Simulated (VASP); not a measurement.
**FeNi3 (Awaruite): single point with PBEsol**

Crystal: FeNi3 (Awaruite).

```
CELL_PARAMETERS angstrom
3.54500 0.00000 0.00000
0.00000 3.54500 0.00000
0.00000 0.00000 3.54500
ATOMIC_POSITIONS crystal
Ni 0.50000 0.50000 0.00000
Ni 0.50000 0.00000 0.50000
Ni 0.00000 0.50000 0.50000
Fe 0.00000 0.00000 0.00000
```

```json
{
 "Program": "VASP 6.6.1",
 "Task": "single point",
 "Functional": "PBEsol",
 "Potentials or basis": "VASP PAW PBE potentials, release 64 (Ni, Fe)",
 "Cutoff": "520 eV",
 "k mesh": "8 × 8 × 8",
 "Occupations": "fermi-dirac, width 0.05 eV",
 "Spin": "collinear spin, ferromagnetic start",
 "Starting moments": "[2.5, 2.5, 2.5, 4.5] μB"
}
```

```yaml
Pressure: -9.5 GPa
Net_moment: 4.80 μB per cell
Site_moments: Ni +0.64; Fe +2.90 μB
Valence_electrons_inside_the_program's_atomic_spheres: Ni 9.34; Fe 7.09
```

Levels at points of the mesh, in eV from the Fermi level:
Spin up:
```tsv
k point	band 19	band 20	band 21	band 22	band 23	band 24
(0.00, 0.00, 0.00)	-0.61	-0.61	-0.61	2.20	2.20	2.20
(0.50, 0.00, 0.00)	-1.39	-1.03	-0.70	-0.61	7.44	7.44
(0.50, 0.50, 0.00)	-1.50	-1.47	0.74	0.74	0.78	0.79
(0.50, 0.50, 0.50)	-0.78	-0.78	-0.55	-0.55	-0.55	-0.41
```
Spin down:
| k point | band 14 | band 15 | band 16 | band 17 | band 18 | band 19 | band 20 | band 21 |
| --- | --- | --- | --- | --- | --- | --- | --- | --- |
| (0.00, 0.00, 0.00) | 0.27 | 0.27 | 0.27 | 0.98 | 0.98 | 1.28 | 1.28 | 1.28 |
| (0.50, 0.00, 0.00) | -0.95 | -0.84 | -0.37 | -0.11 | -0.11 | 0.28 | 0.48 | 0.60 |
| (0.50, 0.50, 0.00) | -1.19 | -1.19 | -0.78 | -0.67 | 0.18 | 0.18 | 0.36 | 1.40 |
| (0.50, 0.50, 0.50) | -0.45 | -0.45 | -0.45 | 0.06 | 0.06 | 0.06 | 0.81 | 0.81 |

Wall time 2.1 min on 1 thread of AMD EPYC 9755 128-Core Processor, on a shared host, peak memory 0.18 GiB.

Caveat: the PAW data sets were made with another functional, which shifts forces and pressure a little.
